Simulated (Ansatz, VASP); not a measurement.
# BPd4 in VASP and in Ansatz

The input INCAR:

```
ALGO = Normal
EDIFF = 1E-6
ENCUT = 520
GGA = PE
ISIF = 2
ISMEAR = 0
LASPH = True
LCHARG = True
LELF = True
LREAL = False
LVHAR = True
LWAVE = False
NBANDS = 30
NELM = 80
PREC = Accurate
SIGMA = 0.1
```

The input KPOINTS:

```
k-points
0
Gamma
  6 4 4
```

File POSCAR:

```
BPd4
1.0
    2.8823575571      0.0000000000      0.0000000000
    0.0000000000      4.3504089981      0.0000000000
    0.0000000000      0.0000000000      5.8367285159
B Pd
1 4
Direct
    0.5000000000      0.0000000000      0.8632270000
    0.5000000000      0.5000000000      0.8675610000
    0.0000000000      0.5000000000      0.3291640000
    0.0000000000      0.0000000000      0.6194700000
    0.5000000000      0.0000000000      0.1975780000
```

Input for Ansatz:

```yaml
crystal:
  lattice:
    - [2.8823575571, 0.0, 0.0]
    - [0.0, 4.3504089981, 0.0]
    - [0.0, 0.0, 5.8367285159]
  atoms:
    - { symbol: B, position: [0.5, 0.0, 0.863227] }
    - { symbol: Pd, position: [0.5, 0.5, 0.867561] }
    - { symbol: Pd, position: [0.0, 0.5, 0.329164] }
    - { symbol: Pd, position: [0.0, 0.0, 0.61947] }
    - { symbol: Pd, position: [0.5, 0.0, 0.197578] }
basis:
  ecutwfc: 420
kpoints:
  mp_grid: { grid: [6, 4, 4] }
hamiltonian:
  xc: pbe
scf:
  occupations: { method: gaussian, width: 0.1 }
output:
  forces: true
  stress: true
  eigenvalues: true
```

Alike in both runs: task single point; functional PBE; k mesh 6 × 4 × 4; occupations gaussian, width 0.1 eV; no spin polarisation.

|  | VASP | Ansatz |
| --- | --- | --- |
| version | VASP 6.6.1 | Ansatz 0.2.0 |
| potentials or method | VASP PAW PBE potentials, release 64 (B, Pd), cutoff 520 eV | scalar-relativistic, plane waves, PAW |
| valence electrons in the cell | 43 | 75 |

|  | VASP | Ansatz | Ansatz less VASP |
| --- | --- | --- | --- |
| gap on the k mesh at the Fermi level (eV) | none | none | - |
| pressure (GPa) | 0.3 | 0.3 | -0.03 |
| traceless stress, the component that is largest in VASP (GPa) | -1.04 | -0.98 | +0.060 |
| rms of the force components (eV/Å) | 0.069 | 0.082 | +0.0133 |

Atom by atom the forces differ by 0.023 eV/Å (rms over components). A gap of «none» marks a metal or a gap that the smearing closes. The functional is the same, so the differences come from potentials, cutoffs and numerics. VASP's potentials hold 43 valence electrons a cell and Ansatz's 75, so a difference there can come from the potentials and not from the codes.

The k mesh is coarse, so the values compare programs but aren't converged.
